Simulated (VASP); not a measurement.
A run of VASP 6.6.1 is set up as follows.

INCAR

```
SYSTEM = Ge3Pd
ALGO = Normal
EDIFF = 1E-6
ENCUT = 540
GGA = PS
GGA_COMPAT = .False.
ISIF = 2
ISMEAR = -1
LASPH = .True.
LCHARG = .False.
LDAU = .True.
LDAUJ = 0 0
LDAUL = 2 -1
LDAUPRINT = 1
LDAUTYPE = 2
LDAUU = 5 0
LMAXMIX = 4
LREAL = .False.
LWAVE = .False.
NBANDS = 38
NELM = 200
PREC = Accurate
SIGMA = 0.05
```

KPOINTS

```
k-points
0
Gamma
  7 7 7
  0 0 0
```

POSCAR

```
Ge3Pd
1.0
    4.1420230000      0.0000000000      0.0000000000
    0.0000000000      4.1420230000      0.0000000000
    0.0000000000      0.0000000000      4.1420230000
Pd Ge
1 3
Direct
    0.0000000000      0.0000000000      0.0000000000
    0.5000000000      0.5000000000      0.0000000000
    0.5000000000      0.0000000000      0.5000000000
    0.0000000000      0.5000000000      0.5000000000
```

Potentials or basis: VASP PAW PBE potentials, release 64 (Pd_sv_GW, Ge_d).

Run with:

```sh
$ cat potpaw_PBE.64/Pd_sv_GW/POTCAR potpaw_PBE.64/Ge_d/POTCAR > POTCAR
$ mpirun -np 1 vasp_std > vasp.out
```

Question: Estimate the band gap on the k mesh.

Answer: Zero (band 30 reaches 7.16 eV, above the bottom of band 31 at 5.42 eV).

Question: What does it give for the pressure?

Answer: -5.1 GPa.

Eigenvalues of the final occupation matrices:
```
    site  spin  trace               eigenvalues
site 1 d     1   3.85  0.77 0.77 0.77 0.78 0.78
site 1 d     2   3.85  0.77 0.77 0.77 0.78 0.78
```

Caveat: the PAW data sets were made with another functional, which shifts forces and pressure a little; U without spin polarisation on a metal has little footing; the U is typed as a test and isn't derived for this compound.
